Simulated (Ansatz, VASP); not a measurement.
## Bi2Se3 in VASP and in Ansatz

```
Bi Se
1.0
     2.08522    1.20390    9.60855
    -2.08522    1.20390    9.60855
     0.00000   -2.40780    9.60855
Bi Se
2 3
Direct
  0.59920 0.59920 0.59920
  0.40080 0.40080 0.40080
  0.78830 0.78830 0.78830
  0.21170 0.21170 0.21170
  0.00000 0.00000 0.00000
```

Alike in both runs: task single point; functional BLYP; k mesh 8 × 8 × 8; occupations fermi-dirac, width 0.05 eV; no spin polarisation.

```csv
,VASP,Ansatz
version,VASP 6.6.1,Ansatz 0.2.0
potentials or method,"VASP PAW PBE potentials, release 64 (Bi_d, Se)",Ansatz PAW
plane-wave cutoff (eV),520,420
valence electrons in the cell,48,78
```

```tsv
	VASP	Ansatz	Ansatz less VASP
gap on the k mesh at the Fermi level (eV)	0.27	0.28	+0.004
least direct gap on the mesh (eV)	0.27	0.28	+0.004
pressure (GPa)	5.1	4.9	-0.23
traceless stress, the component that is largest in VASP (GPa)	-0.22	-0.22	+0.004
rms of the force components (eV/Å)	0.077	0.062	-0.0151
```

VASP's potentials were made for PBE, not for BLYP. Atom by atom the forces differ by 0.015 eV/Å (rms over components). VASP's potentials hold 48 valence electrons a cell and Ansatz's 78, so a difference there can come from the potentials and not from the codes.

Neither program's run includes spin-orbit coupling.
